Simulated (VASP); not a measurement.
# In3Se (Pm-3m) in VASP: a series of runs

The runs below take In3Se through relaxation of cell and atoms, single point, with PBE.

Program: VASP 6.6.1. These are calculated values, not measurements. Logs are shortened: lines on timing, memory, paths and dates and some standing lists are left out, and cuts for length are marked.

## (1) The cell of the first run

It takes space group Pm-3m (No. 221, cubic). Conventional cell: a = 5.061 Å, b = 5.061 Å, c = 5.061 Å, α = 90.00°, β = 90.00°, γ = 90.00°. In (site symmetry 4/mmm) has 8 In at 3.58 Å and 4 Se at 3.58 Å within 4.7 Å. Within 4.7 Å of Se (site symmetry m-3m) lie 12 In at 3.58 Å.

The cell was built from a structure type or drawn by symmetry, and may not be a known phase.

## (2) Relaxation of cell and atoms, PBE

The input, INCAR:

```
PREC = Accurate ; ENCUT = 600
EDIFF = 1E-6 ; ISMEAR = 0
SIGMA = 0.1 ; LREAL = F
LASPH = T ; NELM = 80
ALGO = Normal ; ISIF = 3
LWAVE = F ; LCHARG = F
GGA = PE ; IBRION = 2
NSW = 90 ; EDIFFG = -0.04
```

The input, KPOINTS:

```
Automatic mesh
0
Gamma
  4 4 4
```

The input, POSCAR:

```
In3Se
1.0
    5.0605743100      0.0000000000      0.0000000000
    0.0000000000      5.0605743100      0.0000000000
    0.0000000000      0.0000000000      5.0605743100
In Se
3 1
Direct
    0.0000000000      0.5000000000      0.5000000000
    0.5000000000      0.0000000000      0.5000000000
    0.5000000000      0.5000000000      0.0000000000
    0.0000000000      0.0000000000      0.0000000000
```

Potentials or basis: VASP PAW PBE potentials, release 64 (In_d, Se).

Run with:

```
$ cat potpaw_PBE.64/In_d/POTCAR potpaw_PBE.64/Se/POTCAR > POTCAR
$ mpirun -np 1 vasp_std > vasp.out
```

OUTCAR:

```text
PREC = Accurate
   ENCUT = 600
   EDIFF = 1E-6
   ISMEAR = 0
   LREAL = F
   LASPH = T
   NELM = 80
   ISIF = 3
   GGA = PE
   IBRION = 2
   NSW = 90
   EDIFFG = -0.04

 ion  position               nearest neighbor table
   1  0.000  0.500  0.500-   2 3.58   3 3.58   3 3.58   2 3.58   2 3.58   3 3.58   3 3.58   2 3.58

   2  0.500  0.000  0.500-   1 3.58   3 3.58   3 3.58   1 3.58   3 3.58   3 3.58   1 3.58   1 3.58

   3  0.500  0.500  0.000-   1 3.58   2 3.58   1 3.58   2 3.58   2 3.58   2 3.58   1 3.58   1 3.58

   4  0.000  0.000  0.000-

  LATTYP: Found a simple cubic cell.
 ALAT       =     5.0605743100

  Lattice vectors:

 A1 = (   5.0605743100,   0.0000000000,   0.0000000000)
 A2 = (   0.0000000000,   5.0605743100,   0.0000000000)
 A3 = (   0.0000000000,   0.0000000000,   5.0605743100)

Analysis of symmetry for initial positions (statically):
=====================================================================
 Subroutine PRICEL returns:
 Original cell was already a primitive cell.

 Routine SETGRP: Setting up the symmetry group for a
 simple cubic supercell.

 Subroutine GETGRP returns: Found 48 space group operations
 (whereof 48 operations were pure point group operations)
 out of a pool of 48 trial point group operations.

The static configuration has the point symmetry O_h .

Analysis of symmetry for dynamics (positions and initial velocities):
=====================================================================
 Subroutine PRICEL returns:
 Original cell was already a primitive cell.

 Routine SETGRP: Setting up the symmetry group for a
 simple cubic supercell.

 Subroutine GETGRP returns: Found 48 space group operations
 (whereof 48 operations were pure point group operations)
 out of a pool of 48 trial point group operations.

The dynamic configuration has the point symmetry O_h .

 Subroutine INISYM returns: Found 48 space group operations
 (whereof 48 operations are pure point group operations),
 and found     1 'primitive' translations

----------------------------------------------------------------------------------------

                                     Primitive cell

  volume of cell :     129.5983

  direct lattice vectors                    reciprocal lattice vectors
     5.060574310  0.000000000  0.000000000     0.197606030  0.000000000  0.000000000
     0.000000000  5.060574310  0.000000000     0.000000000  0.197606030  0.000000000
     0.000000000  0.000000000  5.060574310     0.000000000  0.000000000  0.197606030

  length of vectors
     5.060574310  5.060574310  5.060574310     0.197606030  0.197606030  0.197606030

  position of ions in fractional coordinates (direct lattice)
     0.000000000  0.500000000  0.500000000
     0.500000000  0.000000000  0.500000000
     0.500000000  0.500000000  0.000000000
     0.000000000  0.000000000  0.000000000

  ion indices of the primitive-cell ions
   primitive index   ion index
                 1           1
                 2           2
                 3           3
                 4           4

----------------------------------------------------------------------------------------

 KPOINTS: Automatic mesh

Automatic generation of k-mesh.
 Grid dimensions read from file:
 generate k-points for:    4    4    4

 Generating k-lattice:

  Cartesian coordinates                     Fractional coordinates (reciprocal lattice)
     0.049401508  0.000000000  0.000000000     0.250000000  0.000000000  0.000000000
     0.000000000  0.049401508  0.000000000     0.000000000  0.250000000  0.000000000
     0.000000000  0.000000000  0.049401508     0.000000000  0.000000000  0.250000000

  Length of vectors
     0.049401508  0.049401508  0.049401508

  Shift w.r.t. Gamma in fractional coordinates (k-lattice)
     0.000000000  0.000000000  0.000000000

 Subroutine IBZKPT returns following result:
 ===========================================

 Found     10 irreducible k-points:

 Following reciprocal coordinates:
            Coordinates               Weight
  0.000000  0.000000  0.000000      1.000000
  0.250000  0.000000  0.000000      6.000000
  0.500000  0.000000  0.000000      3.000000
  0.250000  0.250000  0.000000     12.000000
  0.500000  0.250000  0.000000     12.000000
  0.500000  0.500000  0.000000      3.000000
  0.250000  0.250000  0.250000      8.000000
  0.500000  0.250000  0.250000     12.000000
  0.500000  0.500000  0.250000      6.000000
  0.500000  0.500000  0.500000      1.000000
   k-points           NKPTS =     10   k-points in BZ     NKDIM =     10   number of bands    NBANDS=     27
   number of dos      NEDOS =    301   number of ions     NIONS =      4
   total plane-waves  NPLWV =  64000
   dimension x,y,z NGX =    40 NGY =   40 NGZ =   40
   dimension x,y,z NGXF=    80 NGYF=   80 NGZF=   80
   ions per type =               3   1
   NGX,Y,Z   is equivalent  to a cutoff of  13.14, 13.14, 13.14 a.u.
   NGXF,Y,Z  is equivalent  to a cutoff of  26.28, 26.28, 26.28 a.u.
 SYSTEM =  unknown system
   PREC   = accura    normal or accurate (medium, high low for compatibility)
   ISTART =      0    job   : 0-new  1-cont  2-samecut
   ICHARG =      2    charge: 1-file 2-atom 10-const
   ISPIN  =      1    spin polarized calculation?
   LNONCOLLINEAR =      F non collinear calculations
   LSORBIT =      F    spin-orbit coupling
   LASPH  =      T    aspherical Exc in radial PAW
   ENCUT  =  600.0 eV  44.10 Ry    6.64 a.u.  10.11 10.11 10.11*2*pi/ulx,y,z
   NELM   =     80;   NELMIN=  2; NELMDL= -5     # of ELM steps
   EDIFF  = 0.1E-05   stopping-criterion for ELM
   LREAL  =      F    real-space projection
   EDIFFG = -.4E-01   stopping-criterion for IOM
   NSW    =     90    number of steps for IOM
   IBRION =      2    ionic relax: 0-MD 1-quasi-New 2-CG
   NFREE  =      1    steps in history (QN), initial steepest desc. (CG)
   ISIF   =      3    stress and relaxation
   ISYM   =      2    0-nonsym 1-usesym 2-fastsym
   POTIM  = 0.5000    time-step for ionic-motion
   TEBEG  =    0.0;   TEEND  =   0.0 temperature during run
   PSTRESS=    0.0 pullay stress
   NELECT =      45.0000    total number of electrons
   NUPDOWN=      -1.0000    fix difference up-down
   EMIN   =  10.00;   EMAX   =-10.00  energy-range for DOS
   EFERMI =   0.00;   METHOD = LEGACY
   ISMEAR =     0;   SIGMA  =   0.10  broadening in eV -4-tet -1-fermi 0-gaus
   EFERMI_NEDOS =   21; number of points for ismear=-14 and -15
   IALGO  =     38    algorithm
   IMIX   =      4    mixing-type and parameters
     AMIX     =   0.40;   BMIX     =  1.00
     AMIX_MAG =   1.60;   BMIX_MAG =  1.00
  volume/ion in A,a.u.               =      32.40       218.64
  Fermi-wavevector in a.u.,A,eV,Ry     =   1.150657  2.174426 18.014269  1.324011
  Thomas-Fermi vector in A             =   2.287319
   LORBIT       =      0    0 simple, 1 ext, 2 COOP (PROOUT), +10 PAW based schemes
   GGA     = PE    functional components
   LHFCALC =     F    Hartree Fock is set to
   AEXX    =    0.0000 exact exchange contribution
   IVDW    =     0    specifies the selected vdW correction
   LEPSILON=     F    determine dielectric tensor
   LRPA    =     F    only Hartree local field effects (RPA)
 conjugate gradient relaxation of ions
 non-spin polarized calculation
 Gauss-broadening in eV      SIGMA  =   0.10
  energy-cutoff  :      600.00
  volume of cell :      129.60
 maximum number of plane-waves:      4385
   NGX = 21   NGY = 21   NGZ = 21

--------------------------------------- Ionic step        1  -------------------------------------------

 number of electron      45.0000013 magnetization

 Free energy of the ion-electron system (eV)
  ---------------------------------------------------
  ext. energy  EPLUGINS =         0.00000000
  ---------------------------------------------------
  free energy    TOTEN  =       -11.40019458 eV

  energy without entropy =      -11.39209745  energy(sigma->0) =      -11.39614602

 E-fermi :   4.5495     XC(G=0):  -9.0344

 val. band max:        4.4000126103   @ k =   0.5000   0.2500   0.2500
 cond. band min:       4.5912153102   @ k =   0.5000   0.0000   0.0000
 fundamental gap:      0.1912026999
 Fermi energy:         4.5494855490

 k-point     1 :       0.0000    0.0000    0.0000
  band No.  band energies     occupation
      1     -10.2352      2.00000
      2     -10.2352      2.00000
      3     -10.2352      2.00000
      4     -10.2184      2.00000
      5     -10.1578      2.00000
      6     -10.1578      2.00000
[... 19 lines left out ...]
     26       8.2994      0.00000
     27       8.2994      0.00000

 k-point     2 :       0.2500    0.0000    0.0000
  band No.  band energies     occupation
      1     -10.2303      2.00000
      2     -10.2000      2.00000
      3     -10.2000      2.00000
      4     -10.1912      2.00000
      5     -10.1546      2.00000
      6     -10.1374      2.00000
[... 302 lines left out ...]
  FORCE on cell =-STRESS in cart. coord.  units (eV):
  Direction    XX          YY          ZZ          XY          YZ          ZX
  --------------------------------------------------------------------------------------
  -------------------------------------------------------------------------------------
  Total       -1.1624554     -1.1624554     -1.1624554      0.0000000      0.0000000     -0.0000000
  in kB      -15.9504347    -15.9504347    -15.9504347      0.0000000      0.0000000     -0.0000000
  external PRESSURE =     -15.9504347 kB  Pullay stress =       0.0000000 kB

 VOLUME and BASIS-vectors are now :
 -----------------------------------------------------------------------------
  energy-cutoff  :      600.00
  volume of cell :      116.77
      direct lattice vectors                 reciprocal lattice vectors
     4.887702774  0.000000000 -0.000000000     0.204595092 -0.000000000 -0.000000000
     0.000000000  4.887702774  0.000000000    -0.000000000  0.204595092  0.000000000
     0.000000000  0.000000000  4.887702774     0.000000000 -0.000000000  0.204595092

 POSITION                                       TOTAL-FORCE (eV/Angst)
 -----------------------------------------------------------------------------------
      0.00000      2.44385      2.44385        -0.000000      0.000000      0.000000
      2.44385      0.00000      2.44385         0.000000      0.000000      0.000000
      2.44385      2.44385      0.00000         0.000000      0.000000      0.000000
      0.00000      0.00000      0.00000         0.000000      0.000000      0.000000
 -----------------------------------------------------------------------------------
    total drift:                               -0.000000     -0.000000     -0.000000

  FREE ENERGIE OF THE ION-ELECTRON SYSTEM (eV)
  ---------------------------------------------------
  free  energy   TOTEN  =       -11.6128836836 eV

  energy  without entropy=      -11.6010548260  energy(sigma->0) =      -11.60696925

--------------------------------------- Ionic step        3  -------------------------------------------

 number of electron      44.9999999 magnetization

 Free energy of the ion-electron system (eV)
  ---------------------------------------------------
  ext. energy  EPLUGINS =         0.00000000
  ---------------------------------------------------
  free energy    TOTEN  =       -11.64677044 eV

  energy without entropy =      -11.63678706  energy(sigma->0) =      -11.64177875

 E-fermi :   6.0313     XC(G=0):  -9.7394

 val. band max:        5.9996702609   @ k =   0.5000   0.2500   0.2500
 cond. band min:       6.3318265864   @ k =   0.2500   0.2500   0.0000
 fundamental gap:      0.3321563255
 Fermi energy:         6.0312805327

 k-point     1 :       0.0000    0.0000    0.0000
  band No.  band energies     occupation
      1      -8.8344      2.00000
      2      -8.8331      2.00000
      3      -8.8331      2.00000
      4      -8.8331      2.00000
      5      -8.7163      2.00000
      6      -8.7163      2.00000
[... 19 lines left out ...]
     26      10.1558      0.00000
     27      10.1558      0.00000

 k-point     2 :       0.2500    0.0000    0.0000
  band No.  band energies     occupation
      1      -8.8245      2.00000
      2      -8.7863      2.00000
      3      -8.7795      2.00000
      4      -8.7795      2.00000
      5      -8.7102      2.00000
      6      -8.6827      2.00000
[... 264 lines left out ...]
  FORCE on cell =-STRESS in cart. coord.  units (eV):
  Direction    XX          YY          ZZ          XY          YZ          ZX
  --------------------------------------------------------------------------------------
  -------------------------------------------------------------------------------------
  Total       -0.0675971     -0.0675971     -0.0675971      0.0000000     -0.0000000      0.0000000
  in kB       -0.9775733     -0.9775733     -0.9775733      0.0000000     -0.0000000      0.0000000
  external PRESSURE =      -0.9775733 kB  Pullay stress =       0.0000000 kB

 VOLUME and BASIS-vectors are now :
 -----------------------------------------------------------------------------
  energy-cutoff  :      600.00
  volume of cell :      110.79
      direct lattice vectors                 reciprocal lattice vectors
     4.802820922  0.000000000 -0.000000000     0.208210969 -0.000000000 -0.000000000
     0.000000000  4.802820922  0.000000000    -0.000000000  0.208210969  0.000000000
     0.000000000  0.000000000  4.802820922     0.000000000 -0.000000000  0.208210969

 POSITION                                       TOTAL-FORCE (eV/Angst)
 -----------------------------------------------------------------------------------
      0.00000      2.40141      2.40141        -0.000000      0.000000      0.000000
      2.40141      0.00000      2.40141         0.000000      0.000000      0.000000
      2.40141      2.40141      0.00000         0.000000      0.000000      0.000000
      0.00000      0.00000      0.00000         0.000000      0.000000      0.000000
 -----------------------------------------------------------------------------------
    total drift:                               -0.000000     -0.000000     -0.000000

  FREE ENERGIE OF THE ION-ELECTRON SYSTEM (eV)
  ---------------------------------------------------
  free  energy   TOTEN  =       -11.6467704355 eV

  energy  without entropy=      -11.6367870606  energy(sigma->0) =      -11.64177875

 reached required accuracy - stopping structural energy minimisation
```

Run time: 1.9 min. Hardware: 1 thread of AMD EPYC 7R43 (Zen 3), shared host; peak memory 0.23 GiB.

Results:

```
Free energy                           : -11.6468 eV
Relaxed volume                        : 27.70 Å³/atom
Relaxed cell                          : a = 4.803 Å, b = 4.803 Å, c = 4.803 Å, α = 90.00°, β = 90.00°, γ = 90.00°
Space group after relaxing (to 0.1 Å) : Pm-3m (No. 221)
Energy gained by relaxing             : 61.6 meV/atom
Ionic steps                           : 3
Pressure after relaxing               : -0.1 GPa
Band gap on the k mesh                : zero (an odd number of electrons rules out a gap without spin polarisation)
```

Step by step:
| step | energy change (eV) | largest force (eV/Å) | pressure (GPa) | volume (Å³) |
| --- | --- | --- | --- | --- |
| 1 | 0.0000 | 0.0000 | -3.50 | 129.60 |
| 2 | -0.2127 | 0.0000 | -1.60 | 116.77 |
| 3 | -0.2466 | 0.0000 | -0.10 | 110.79 |

Final structure:
```xyz
4
Lattice="4.8028 0.0000 0.0000 0.0000 4.8028 0.0000 0.0000 0.0000 4.8028" Properties=species:S:1:pos:R:3 pbc="T T T"
In    0.0000    2.4014    2.4014
In    2.4014    0.0000    2.4014
In    2.4014    2.4014    0.0000
Se    0.0000    0.0000    0.0000
```

Caveat: spin-orbit coupling is left out, which moves the levels of the heavy elements.

## (3) Single point, PBE

This run uses another cell than the first one: it holds 8 atoms, not 4.

The input, INCAR:

```
ALGO = Normal
EDIFF = 1E-6
ENCUT = 520
GGA = PE
ISIF = 2
ISMEAR = 0
LASPH = True
LCHARG = False
LREAL = False
LWAVE = False
NBANDS = 55
NELM = 100
PREC = Accurate
SIGMA = 0.2
```

The input, KPOINTS:

```
k-points
0
Gamma
  4 4 2
```

The input, POSCAR:

```
In3Se
1.0
   -4.7881843397      0.0000000000      0.0000000000
    0.0000000000      0.0000000000     -4.7881843397
    0.0000000000     -9.5763686795      0.0000000000
In Se
6 2
Direct
    1.0000000000      0.5000000000      0.7500000000
    1.0000000000      0.5000000000      0.2500000000
    0.5000000000      0.5000000000      1.0000000000
    0.5000000000      0.5000000000      0.5000000000
    0.5000000000      1.0000000000      0.7500000000
    0.5000000000      1.0000000000      0.2500000000
    0.0000000000      1.0000000000      0.5000000000
    0.0000000000      0.0000000000      0.0000000000
```

Potentials or basis: VASP PAW PBE potentials, release 64 (In_d, Se).

Run with:

```
$ cat potpaw_PBE.64/In_d/POTCAR potpaw_PBE.64/Se/POTCAR > POTCAR
$ mpirun -np 1 vasp_std > vasp.out
```

It took 3.1 min on 1 thread of AMD EPYC 7R43 (Zen 3), shared host; peak memory 0.31 GiB.

The run converged. Its results:

| Item | Value |
| --- | --- |
| Free energy | -23.3145 eV |
| Pressure | 0.2 GPa |
| Band gap on the k mesh | zero (bands 45 and 46 overlap by 2.09 eV) |

Levels at points of the mesh, in eV from the Fermi level:
| k point | band 43 | band 44 | band 45 | band 46 | band 47 | band 48 |
| --- | --- | --- | --- | --- | --- | --- |
| (0.00, 0.00, 0.00) | -1.76 | -1.13 | -0.21 | -0.21 | 1.04 | 1.04 |
| (0.50, 0.00, 0.00) | -0.95 | -0.77 | -0.77 | -0.21 | -0.21 | 1.30 |
| (0.50, 0.50, 0.00) | -2.04 | -0.95 | -0.77 | -0.77 | 1.30 | 1.68 |
| (0.00, 0.00, 0.50) | -1.00 | -1.00 | 0.57 | 0.57 | 0.57 | 0.57 |
| (0.50, 0.00, 0.50) | -1.12 | -1.12 | 0.29 | 0.29 | 0.97 | 0.97 |
| (0.50, 0.50, 0.50) | -2.42 | -2.42 | -1.53 | -1.53 | 1.22 | 1.22 |

Caveat: spin-orbit coupling is left out, which moves the levels of the heavy elements.

## (4) Single point, PBE

This run uses another cell than the first one, of 27.44 Å³/atom.

The input, INCAR:

```
SYSTEM = In3Se
  PREC = Accurate
  ENCUT = 520
  EDIFF = 1E-6
  ISMEAR = 0
  SIGMA = 0.1
  LREAL = .False.
  LASPH = .True.
  NELM = 100
  ALGO = Normal
  ISIF = 2
  LWAVE = .False.
  LCHARG = .True.
  GGA = PE
  LELF = .True.
  LVHAR = .True.
  NBANDS = 30
```

The input, KPOINTS:

```
Automatic mesh
0
Gamma
  10 10 10
  0 0 0
```

The input, POSCAR:

```
In3Se
1.0
    4.7881843397      0.0000000000      0.0000000000
    0.0000000000      4.7881843397      0.0000000000
    0.0000000000      0.0000000000      4.7881843397
In Se
3 1
Direct
    0.0000000000      0.5000000000      0.5000000000
    0.5000000000      0.0000000000      0.5000000000
    0.5000000000      0.5000000000      0.0000000000
    0.0000000000      0.0000000000      0.0000000000
```

Run with:

```
$ cat potpaw_PBE.64/In_d/POTCAR potpaw_PBE.64/Se/POTCAR > POTCAR
$ mpirun -np 1 vasp_std > vasp.out
```

Wall time 3.3 min (1 thread of AMD EPYC 7R43 (Zen 3), shared host); peak memory 0.27 GiB.

Results (log left out):

| Item | Value |
| --- | --- |
| Free energy | -11.6851 eV |
| Pressure | 0.0 GPa |
| Band gap on the k mesh | zero (an odd number of electrons rules out a gap without spin polarisation) |

Levels at points of the mesh, in eV from the Fermi level:
| k point | band 19 | band 20 | band 21 | band 22 | band 23 | band 24 | band 25 | band 26 |
| --- | --- | --- | --- | --- | --- | --- | --- | --- |
| (0.00, 0.00, 0.00) | -3.26 | -3.26 | -2.18 | -2.18 | 1.16 | 1.16 | 1.16 | 4.24 |
| (0.50, 0.00, 0.00) | -2.44 | -2.44 | -1.62 | -1.03 | -0.08 | -0.08 | 1.43 | 3.76 |
| (0.50, 0.50, 0.00) | -5.69 | -1.94 | -0.82 | -0.66 | -0.66 | 1.43 | 1.81 | 1.81 |
| (0.50, 0.50, 0.50) | -4.32 | -4.16 | -4.16 | -4.16 | -3.20 | 3.06 | 3.06 | 3.06 |

Caveat: spin-orbit coupling is left out, which moves the levels of the heavy elements.

## (5) Summary

```csv
task,cell,k mesh,cutoff (eV),smearing,gap on the mesh (eV),pressure (GPa)
relaxation of cell and atoms,"relaxed from a = 5.061 Å, 4 atoms, atomic positions A",4 × 4 × 4,600,gaussian 0.1 eV,none,-0.1
single point,"a = 4.788, b = 4.788, c = 9.576 Å, 8 atoms, atomic positions B",4 × 4 × 2,520,gaussian 0.2 eV,none,0.2
single point,"a = 4.788 Å, 4 atoms, atomic positions A",10 × 10 × 10,520,gaussian 0.1 eV,none,0.0
```

Alike in all rows: level PBE; potentials or basis VASP PAW PBE potentials, release 64 (In_d, Se); no spin polarisation.

Caveats: spin-orbit coupling is left out, which moves the levels of the heavy elements.

Absolute energies hang on the potentials; compare differences alone.
